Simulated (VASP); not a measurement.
Here is a VASP 6.6.1 calculation.

The input INCAR:

```
SYSTEM = SiW3
ALGO = Normal
EDIFF = 1E-6
ENCUT = 500
GGA = CA
GGA_COMPAT = .False.
ISIF = 2
ISMEAR = -1
LASPH = .True.
LCHARG = .False.
LREAL = .False.
LWAVE = .False.
NBANDS = 31
NELM = 120
PREC = Accurate
SIGMA = 0.1
```

Contents of KPOINTS:

```
k-points
0
Gamma
  7 7 7
  0 0 0
```

POSCAR

```
SiW3
1.0
   -2.6061750000      2.6061750000      2.6061750000
    2.6061750000     -2.6061750000      2.6061750000
    2.6061750000      2.6061750000     -2.6061750000
Si W
1 3
Direct
    0.0000000000      0.0000000000      0.0000000000
    0.5000000000      0.5000000000      0.0000000000
    0.5000000000      0.0000000000      0.5000000000
    0.0000000000      0.5000000000      0.5000000000
```

Potentials or basis: VASP PAW LDA potentials, release 64 (Si, W_sv).

Command:

```sh
$ cat potpaw_LDA.64/Si/POTCAR potpaw_LDA.64/W_sv/POTCAR > POTCAR
$ mpirun -np 1 vasp_std > vasp.out
```

What does it give for the pressure?

-9.4 GPa.

Predict the band gap on the k mesh.

zero (bands 23 and 24 overlap by 1.26 eV).

Caveat: the cell stands under tension; spin-orbit coupling is left out, which moves the levels of the heavy elements.
